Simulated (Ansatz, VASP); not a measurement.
**Two plane-wave programs on Ir4W**

File INCAR:

```
ALGO = Fast
EDIFF = 1E-6
EDIFFG = -0.01
ENCUT = 600
GGA = PE
IBRION = 2
ISIF = 3
ISMEAR = 0
LASPH = T
LCHARG = F
LREAL = F
LWAVE = F
NELM = 80
NSW = 100
PREC = Accurate
SIGMA = 0.1
```

KPOINTS

```
k-points
0
Gamma
  8 8 6
```

Contents of POSCAR:

```
Ir4W
1.0
    3.8964538595      0.0000000000      0.0000000000
    0.0000000000      3.8964538595      0.0000000000
    0.0000000000      0.0000000000      5.8273974256
Ir W
4 1
Direct
    0.0000000000      0.5000000000      0.2147666738
    0.5000000000      0.0000000000      0.7852333262
    0.0000000000      0.5000000000      0.7852333262
    0.5000000000      0.0000000000      0.2147666738
    0.0000000000      0.0000000000      0.5000000000
```

Input for Ansatz:

```yaml
crystal:
  lattice:
    - [3.8964538595, 0.0, 0.0]
    - [0.0, 3.8964538595, 0.0]
    - [0.0, 0.0, 5.8273974256]
  atoms:
    - { symbol: Ir, position: [0.0, 0.5, 0.2147666738] }
    - { symbol: Ir, position: [0.5, 0.0, 0.7852333262] }
    - { symbol: Ir, position: [0.0, 0.5, 0.7852333262] }
    - { symbol: Ir, position: [0.5, 0.0, 0.2147666738] }
    - { symbol: W, position: [0.0, 0.0, 0.5] }
basis:
  ecutwfc: 420
kpoints:
  mp_grid: { grid: [8, 8, 6] }
hamiltonian:
  xc: pbe
scf:
  occupations: { method: gaussian, width: 0.1 }
output:
  forces: true
  stress: true
  eigenvalues: true
relax:
  adjacent_minimum: "off"
  f_tol: 0.01
  max_steps: 80
  cell: { stress_tol: 0.05 }
```

Alike in both runs: task relaxation of cell and atoms; functional PBE; k mesh 8 × 8 × 6; occupations gaussian, width 0.1 eV; no spin polarisation.

|  | VASP | Ansatz |
| --- | --- | --- |
| version | VASP 6.6.1 | Ansatz 0.2.0 |
| potentials or method | VASP PAW PBE potentials, release 64 (Ir, W_sv), cutoff 600 eV | scalar-relativistic, plane waves, PAW |
| valence electrons in the cell | 50 | 82 |

```csv
,VASP,Ansatz,Ansatz less VASP
"gap on the k mesh at the Fermi level, each at its own relaxed structure (eV)",none,none,-
relaxed volume (Å³/atom),17.56,17.53,-0.027
relaxed cell length with the largest relative difference (Å),5.978,5.967,-0.0112
```

A gap of «none» marks a metal or a gap that the smearing closes. VASP's potentials hold 50 valence electrons a cell and Ansatz's 82, so a difference there can come from the potentials and not from the codes.

Spin-orbit coupling is off throughout.
